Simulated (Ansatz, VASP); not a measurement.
Two plane-wave programs on Cd3SeS2

```
Cd Se S
1.0
    -2.12818    2.12818    9.00832
     2.12818   -2.12818    9.00832
     2.12818    2.12818   -9.00832
Cd Se S
3 1 2
Cartesian
  0.0000 2.1282 4.5042
  2.1282 0.0000 1.6012
  2.1282 0.0000 7.4072
  0.0000 0.0000 0.0000
  0.0000 0.0000 5.9535
  0.0000 0.0000 12.0631
```

Alike in both runs: functional PBE; k mesh 10 × 10 × 10; occupations gaussian, width 0.02 eV; no spin polarisation.

Ansatz relaxed the structure, and its values are those at the end. VASP's run is a single point on that final structure, the one shown.

|  | VASP | Ansatz |
| --- | --- | --- |
| version | VASP 6.6.1 | Ansatz 0.2.0 |
| potentials or method | VASP PAW PBE potentials, release 64 (Cd, Se, S), cutoff 520 eV | scalar-relativistic, plane waves, PAW |
| valence electrons in the cell | 54 | 88 |

|  | VASP | Ansatz | Ansatz less VASP |
| --- | --- | --- | --- |
| gap on the k mesh at the Fermi level (eV) | 0.80 | 0.80 | 0.000 |
| least direct gap on the mesh (eV) | 0.80 | 0.80 | 0.000 |
| pressure (GPa) | 0.3 | 0.0 | -0.28 |

VASP's potentials hold 54 valence electrons a cell and Ansatz's 88, so a difference there can come from the potentials and not from the codes.
